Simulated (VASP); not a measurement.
Here is a VASP 6.6.1 calculation.

INCAR

```
ALGO = Normal ; EDIFF = 1E-6
ENCUT = 520 ; GGA = PE
ISIF = 2 ; ISMEAR = 0
LASPH = T ; LCHARG = T
LELF = T ; LREAL = F
LVHAR = T ; LWAVE = F
NBANDS = 16 ; NELM = 80
PREC = Accurate ; SIGMA = 0.15
```

The input KPOINTS:

```
k-points
0
Gamma
  12 12 12
```

POSCAR

```
CoSi2
1.0
    0.0000000000      2.6801763726      2.6801763726
    2.6801763726      0.0000000000      2.6801763726
    2.6801763726      2.6801763726      0.0000000000
Co Si
1 2
Direct
   -0.0051919909      0.0051919909     -0.0051919909
    0.2554474027      0.2445525973      0.2554474027
    0.7554474027      0.7445525973      0.7554474027
```

Potentials or basis: VASP PAW PBE potentials, release 64 (Co, Si).

Run with:

```console
$ cat potpaw_PBE.64/Co/POTCAR potpaw_PBE.64/Si/POTCAR > POTCAR
$ mpirun -np 1 vasp_std > vasp.out
```

**Question.** Predict the pressure.

**Answer.** 0.0 GPa.

**Question.** What does it give for the band gap on the k mesh?

**Answer.** Zero (an odd number of electrons rules out a gap without spin polarisation).

Stress tensor (GPa, compression positive):
```
 0.02  0.00  0.00
 0.00 -0.13  0.00
 0.00  0.00  0.02
```

Caveat: the cell differs from its parent crystal (atoms displaced along a vibrational mode); an odd number of electrons without spin polarisation forces a metal; a magnetic or distorted state may lie lower. Spin polarisation is off, so any magnetic state and its effect on volume and gap are missing.
